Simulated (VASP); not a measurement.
# H4CO in VASP: notebook

H4CO is run at these levels: PBE+D3(BJ); tasks: single point.

Everything below comes from runs of VASP 6.6.1. Logs are shortened: lines on timing, memory, paths and dates and some standing lists are left out, and cuts for length are marked.

### Step 1. The cell of the first run

The cell holds a disordered packing, 36 atoms: a = 8.055 Å, b = 8.055 Å, c = 8.055 Å, α = 90.00°, β = 90.00°, γ = 90.00°.

### Step 2. Single point, PBE+D3(BJ)

INCAR

```
  PREC = Accurate
  ENCUT = 520
  EDIFF = 1E-6
  ISMEAR = -1
  SIGMA = 0.02
  LREAL = Auto
  LASPH = True
  NELM = 80
  ALGO = Normal
  ISIF = 2
  LWAVE = False
  LCHARG = True
  GGA = PE
  IVDW = 12
  LELF = True
  LVHAR = True
  NBANDS = 66
```

KPOINTS

```
regular mesh
0
Gamma
  1 1 1
```

POSCAR

```
H4CO
1.0
    8.0548320000      0.0000000000      0.0000000000
    0.0000000000      8.0548320000      0.0000000000
    0.0000000000      0.0000000000      8.0548320000
C O H
6 6 24
Direct
    1.0024169343      0.8825013358      0.4833247919
    0.3265493309      0.4273211409      0.6880093837
    0.7857022965      0.4085373848      0.4939271235
    0.4258934265      1.0186556343      0.7993214508
    0.3251836910      0.6358791841      0.3199818444
    0.7822385371      0.6283185050      0.0782759963
    0.8301600828      0.8701733320      0.4360239916
    0.3892446174      0.4889363304      0.8463118784
    0.6874507128      0.2883734881      0.4049370614
    0.5757165388      0.9277785061      0.7492272961
    0.2152372638      0.5195018344      0.2408988791
    0.7469305381      0.5131702312     -0.0497465372
    1.0090464953      0.9928450401      0.5800865865
    0.7665336782      0.9058165335      0.5359515878
    1.0565707640      0.7788616820      0.5453869181
    1.0760497550      0.9198577947      0.3801444897
    0.2182540865      0.4949823907      0.6696973941
    0.5000849180      0.4438453837      0.8551016334
    0.4065013398      0.4355770549      0.5784850634
    0.2875044445      0.2963686890      0.7090154084
    0.7827847930      0.3829875036      0.6223345192
    0.7353101840      0.2951396131      0.2888204248
    0.9193736133      0.4037824749      0.4435970856
    0.7288792615      0.5365847481      0.4951934441
    0.4582590922      1.0722507931      0.9164312800
    0.6127253802      0.8407375846      0.8248589170
    0.4004552795      1.1056717260      0.6931739855
    0.3039293681      0.9407769150      0.8075152902
    0.2602785508      0.6615159695      0.4394256764
    0.2605765086      0.4478802289      0.1510025287
    0.4511081050      0.5709616290      0.3428004457
    0.3283246628      0.7585384773      0.2441143403
    0.7109397192      0.6010801963      0.1936477384
    0.8557844534      0.4883279999     -0.0989468185
    0.9152766935      0.6288151013      0.1297606207
    0.7615801298      0.7525917362      0.0104285229
```

Potentials or basis: VASP PAW PBE potentials, release 64 (C, O, H).

Run with:

```console
$ cat potpaw_PBE.64/C/POTCAR potpaw_PBE.64/O/POTCAR potpaw_PBE.64/H/POTCAR > POTCAR
$ mpirun -np 1 vasp_gam > vasp.out
```

OUTCAR:

```text
PREC = Accurate
   ENCUT = 520
   EDIFF = 1E-6
   ISMEAR = -1
   LREAL = Auto
   LASPH = True
   NELM = 80
   ISIF = 2
   GGA = PE
   IVDW = 12
 IVDW          = 12

 ion  position               nearest neighbor table
   1  0.002  0.883  0.483-  16 1.06  15 1.07  13 1.18   7 1.44
   2  0.327  0.427  0.688-  17 1.04  19 1.09  20 1.11   8 1.46
   3  0.786  0.409  0.494-  21 1.05  24 1.13  23 1.15   9 1.44
   4  0.426  0.019  0.799-  25 1.07  27 1.12  28 1.17  10 1.47
   5  0.325  0.636  0.320-  29 1.11  31 1.16  32 1.16  11 1.44
   6  0.782  0.628  0.078-  33 1.11  35 1.15  36 1.15  12 1.42
   7  0.830  0.870  0.436-  14 1.00   1 1.44
   8  0.389  0.489  0.846-  18 0.97   2 1.46
   9  0.687  0.288  0.405-  22 1.01   3 1.44
  10  0.576  0.928  0.749-  26 0.98   4 1.47
  11  0.215  0.520  0.241-  30 1.00   5 1.44
  12  0.747  0.513  0.950-  34 0.98   6 1.42
  13  0.009  0.993  0.580-   1 1.18
  14  0.767  0.906  0.536-   7 1.00
  15  0.057  0.779  0.545-   1 1.07
  16  0.076  0.920  0.380-   1 1.06
  17  0.218  0.495  0.670-   2 1.04
[... 17 lines left out ...]
  35  0.915  0.629  0.130-   6 1.15
  36  0.762  0.753  0.010-   6 1.15

  LATTYP: Found a simple cubic cell.
 ALAT       =     8.0548320000

  Lattice vectors:

 A1 = (   8.0548320000,   0.0000000000,   0.0000000000)
 A2 = (   0.0000000000,   8.0548320000,   0.0000000000)
 A3 = (   0.0000000000,   0.0000000000,   8.0548320000)

Analysis of symmetry for initial positions (statically):
=====================================================================
 Subroutine PRICEL returns:
 Original cell was already a primitive cell.

 Routine SETGRP: Setting up the symmetry group for a
 simple cubic supercell.

 Subroutine GETGRP returns: Found  1 space group operations
 (whereof  1 operations were pure point group operations)
 out of a pool of 48 trial point group operations.

The static configuration has the point symmetry C_1 .

Analysis of symmetry for dynamics (positions and initial velocities):
=====================================================================
 Subroutine PRICEL returns:
 Original cell was already a primitive cell.

 Routine SETGRP: Setting up the symmetry group for a
 simple cubic supercell.

 Subroutine GETGRP returns: Found  1 space group operations
 (whereof  1 operations were pure point group operations)
 out of a pool of 48 trial point group operations.

[... 145 lines left out ...]
   LREAL  =      T    real-space projection
   EDIFFG = 0.1E-04   stopping-criterion for IOM
   NSW    =      0    number of steps for IOM
   IBRION =     -1    ionic relax: 0-MD 1-quasi-New 2-CG
   NFREE  =      0    steps in history (QN), initial steepest desc. (CG)
   ISIF   =      2    stress and relaxation
   ISYM   =      2    0-nonsym 1-usesym 2-fastsym
   POTIM  = 0.5000    time-step for ionic-motion
   TEBEG  =    0.0;   TEEND  =   0.0 temperature during run
   PSTRESS=    0.0 pullay stress
   NELECT =      84.0000    total number of electrons
   NUPDOWN=      -1.0000    fix difference up-down
   EMIN   =  10.00;   EMAX   =-10.00  energy-range for DOS
   EFERMI =   0.00;   METHOD = LEGACY
   ISMEAR =    -1;   SIGMA  =   0.02  broadening in eV -4-tet -1-fermi 0-gaus
   EFERMI_NEDOS =   21; number of points for ismear=-14 and -15
   IALGO  =     38    algorithm
   IMIX   =      4    mixing-type and parameters
     AMIX     =   0.40;   BMIX     =  1.00
     AMIX_MAG =   1.60;   BMIX_MAG =  1.00
  volume/ion in A,a.u.               =      14.52        97.96
  Fermi-wavevector in a.u.,A,eV,Ry     =   0.890112  1.682068 10.779893  0.792300
  Thomas-Fermi vector in A             =   2.011761
   LORBIT       =      0    0 simple, 1 ext, 2 COOP (PROOUT), +10 PAW based schemes
   GGA     = PE    functional components
   LHFCALC =     F    Hartree Fock is set to
   AEXX    =    0.0000 exact exchange contribution
   IVDW    =    12    specifies the selected vdW correction
   LEPSILON=     F    determine dielectric tensor
   LRPA    =     F    only Hartree local field effects (RPA)
 non-spin polarized calculation
  energy-cutoff  :      520.00
  volume of cell :      522.60
 maximum number of plane-waves:      6999
 NGX is ok and might be reduce to    60
   NGX = 29   NGY = 29   NGZ = 29

 number of electron      84.0000028 magnetization

 Free energy of the ion-electron system (eV)
  ---------------------------------------------------
  ext. energy  EPLUGINS =         0.00000000
  ---------------------------------------------------
  free energy    TOTEN  =      -180.51498617 eV

  energy without entropy =     -180.51498617  energy(sigma->0) =     -180.51498617

 E-fermi :  -3.1754     XC(G=0):  -5.4542

 val. band max:       -3.7460033107   @ k =   0.0000   0.0000   0.0000
 cond. band min:       0.5265590402   @ k =   0.0000   0.0000   0.0000
 fundamental gap:      4.2725623508
 Fermi energy:        -3.1753876482

 k-point     1 :       0.0000    0.0000    0.0000
  band No.  band energies     occupation
      1     -23.7804      2.00000
      2     -22.9563      2.00000
      3     -22.9419      2.00000
      4     -22.8997      2.00000
      5     -22.7223      2.00000
      6     -22.6478      2.00000
[... 46 lines left out ...]
     53       3.6489      0.00000
     54       3.8231      0.00000
 [bands above 54 left out]

------------------------ aborting loop because EDIFF is reached ----------------------------------------

 Edisp (eV)   -0.94905

 E8    (eV) :    -0.2033

  FORCE on cell =-STRESS in cart. coord.  units (eV):
  Direction    XX          YY          ZZ          XY          YZ          ZX
  --------------------------------------------------------------------------------------
  -------------------------------------------------------------------------------------
  Total      -7.00998    -3.13525    -6.21710     0.69734    -0.01048     1.29644
  in kB     -21.49106    -9.61198   -19.06025     2.13790    -0.03213     3.97460
  external pressure =      -16.72 kB  Pullay stress =        0.00 kB

 VOLUME and BASIS-vectors are now :
 -----------------------------------------------------------------------------
  energy-cutoff  :      520.00
  volume of cell :      522.60
      direct lattice vectors                 reciprocal lattice vectors
     8.054832000  0.000000000  0.000000000     0.124149082  0.000000000  0.000000000
     0.000000000  8.054832000  0.000000000     0.000000000  0.124149082  0.000000000
     0.000000000  0.000000000  8.054832000     0.000000000  0.000000000  0.124149082

 POSITION                                       TOTAL-FORCE (eV/Angst)
 -----------------------------------------------------------------------------------
      0.01947      7.10840      3.89310        -1.428163      3.070735      1.978868
      2.63030      3.44200      5.54180         0.494809     -1.465066      1.547882
      6.32870      3.29070      3.97850         0.687652      0.859451     -1.445999
      3.43050      0.15027      6.43840        -0.429755     -1.697503     -1.442319
      2.61930      5.12190      2.57740         0.307700     -0.210873     -0.710770
      6.30080      5.06100      0.63050         0.989305      1.816737      0.451984
[... 28 lines left out ...]
      7.37240      5.06500      1.04520        -0.909656     -0.235158     -0.907969
      6.13440      6.06200      0.08400        -0.002563     -0.567863      1.724818
 -----------------------------------------------------------------------------------
    total drift:                                0.010537     -0.002399     -0.016029

  FREE ENERGIE OF THE ION-ELECTRON SYSTEM (eV)
  ---------------------------------------------------
  free  energy   TOTEN  =      -181.4640401163 eV

  energy  without entropy=     -181.4640401163  energy(sigma->0) =     -181.46404012
```

stdout:

```text
POSCAR found type information on POSCAR C O H
 POSCAR found :  3 types and      36 ions
 scaLAPACK will be used
 LDA part: xc-table for (Slater+PW92), standard interpolation
 POSCAR, INCAR and KPOINTS ok, starting setup
 FFT: planning ... GRIDC
 FFT: planning ... GRID_SOFT
 FFT: planning ... GRID
 WAVECAR not read
 entering main loop
```

Run time: 64 s. Hardware: 1 thread of Intel Xeon Platinum 8488C (Sapphire Rapids), shared host; peak memory 0.44 GiB.

What came out:

| Property | Result |
| --- | --- |
| Free energy | -181.4640 eV |
| Pressure | -1.7 GPa |
| Largest force | 3.922 eV/Å |
| Band gap on the k mesh | 4.27 eV |
| Dispersion energy per atom | -0.026 eV |

Forces in eV/Å, atoms in the order of the input:
```
C   -1.428  3.071  1.979
C    0.495 -1.465  1.548
C    0.688  0.859 -1.446
C   -0.430 -1.698 -1.442
C    0.308 -0.211 -0.711
C    0.989  1.817  0.452
O    0.075 -0.213  0.852
O    0.027 -0.079 -0.880
O    0.820  0.472 -1.488
O   -0.300  0.041 -0.719
O   -0.559 -0.781 -0.493
O    0.970 -1.459 -0.393
H    0.300 -1.317 -1.203
H    0.114 -0.303 -0.870
H    0.121 -1.253  0.350
H    0.513  0.105 -1.005
H   -1.784  1.177 -0.623
H    0.601  0.117  0.402
H    0.378  0.110  0.237
H    0.112  0.376 -0.434
H    0.179 -0.988  1.533
H   -0.956 -0.367  1.450
H   -1.237  0.499  0.714
H    0.530 -0.393 -0.757
H   -0.417  0.917  0.739
H   -0.695  0.188  0.238
H    0.529 -0.340  0.967
H    1.597  0.467  0.125
H    0.676  0.050 -0.410
H    0.298  1.140  0.719
H   -1.102  1.224 -0.236
H    0.492 -1.347  0.831
H   -0.365  0.544 -0.781
H   -0.626 -0.163 -0.062
H   -0.910 -0.235 -0.908
H   -0.003 -0.568  1.725
```

Stress tensor (GPa, compression positive):
```
-2.15  0.21  0.40
 0.21 -0.96  0.00
 0.40  0.00 -1.91
```

Levels at points of the mesh, in eV from the valence-band top:
| k point | band 39 | band 40 | band 41 | band 42 | band 43 | band 44 | band 45 | band 46 |
| --- | --- | --- | --- | --- | --- | --- | --- | --- |
| (0.00, 0.00, 0.00) | -0.29 | -0.21 | -0.09 | 0.00 | 4.27 | 5.54 | 5.62 | 5.93 |

Caveat: the k points lie up to 0.78 Å⁻¹ apart.

(Part 1 of 2 ends here.)
